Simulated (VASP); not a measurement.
Write the native input for VASP 6.6.1 that does the following.

```yaml
Task: single point
Functional: PBE
Potentials_or_basis: VASP PAW PBE potentials, release 64 (Sc_sv, As, S)
Cutoff: 520 eV
k_mesh: 12 × 12 × 10
Occupations: gaussian, width 0.1 eV
Spin: no spin polarisation
Dipole_correction: no
Further_INCAR_settings: ALGO = Normal; EDIFF = 1e-07; NBANDS = 18
```

The structure of ScAsS lies in POSCAR:

```
ScAsS
1.0
    3.8819033756      0.0000000000      0.0000000000
    0.0000000000      3.8819033756      0.0000000000
    0.0000000000      0.0000000000      4.8444476506
Sc As S
1 1 1
Direct
    0.5000000000      0.5000000000      0.0000000000
    0.0000000000      0.0000000000      0.0000000000
    0.5000000000      0.5000000000      0.5000000000
```

The cell was generated, and may not be a known phase.

These files were run (other wordings do the same):

INCAR

```
SYSTEM = ScAsS
  PREC = Accurate
  ENCUT = 520
  EDIFF = 1E-7
  ISMEAR = 0
  SIGMA = 0.1
  LREAL = .False.
  LASPH = .True.
  NELM = 100
  ALGO = Normal
  ISIF = 2
  LWAVE = .False.
  LCHARG = .False.
  GGA = PE
  NBANDS = 18
```

KPOINTS

```
Automatic mesh
0
Gamma
  12 12 10
  0 0 0
```

Potentials or basis: VASP PAW PBE potentials, release 64 (Sc_sv, As, S).

Command:

```sh
$ cat potpaw_PBE.64/Sc_sv/POTCAR potpaw_PBE.64/As/POTCAR potpaw_PBE.64/S/POTCAR > POTCAR
$ mpirun -np 1 vasp_std > vasp.out
```

It gave:

The pressure is 0.1 GPa and the band gap on the k mesh is zero (bands 11 and 12 overlap by 1.58 eV).

Run time: 100 s on 1 thread of AMD EPYC 9R45 96-Core Processor (Zen 5), on a shared host, peak memory 0.33 GiB.
